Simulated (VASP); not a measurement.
A run of VASP 6.6.1:

File INCAR:

```
SYSTEM = CdCu3
PREC = Accurate
ENCUT = 700
EDIFF = 1E-6
ISMEAR = 0
SIGMA = 0.1
LREAL = .False.
LASPH = .True.
NELM = 120
ALGO = Normal
ISIF = 2
LWAVE = .False.
LCHARG = .False.
GGA = PS
NBANDS = 46
GGA_COMPAT = .False.
```

File KPOINTS:

```
regular mesh
0
Gamma
  12 12 12
  0 0 0
```

The input POSCAR:

```
CdCu3
1.0
    3.7607126456      0.0000000000      0.0000000000
    0.0000000000      3.7607126456      0.0000000000
    0.0000000000      0.0000000000      3.7607126456
Cd Cu
1 3
Direct
    0.0000000000      0.0000000000      0.0000000000
    0.0000000000      0.5000000000      0.5000000000
    0.5000000000      0.0000000000      0.5000000000
    0.5000000000      0.5000000000      0.0000000000
```

Potentials or basis: VASP PAW PBE potentials, release 64 (Cd_sv_GW, Cu_sv_GW).

Run with:

```sh
$ cat potpaw_PBE.64/Cd_sv_GW/POTCAR potpaw_PBE.64/Cu_sv_GW/POTCAR > POTCAR
$ mpirun -np 1 vasp_std > vasp.out
```

Hardware: 1 thread of Intel(R) Xeon(R) 6975P-C (Granite Rapids) (shared host).

Problem. How long does it take, and how much memory?

Solution. It took 2.2 min on 1 thread of Intel(R) Xeon(R) 6975P-C (Granite Rapids), with other jobs on the host, peak memory 0.44 GiB. Counts: scf iterations 14, k points 84.
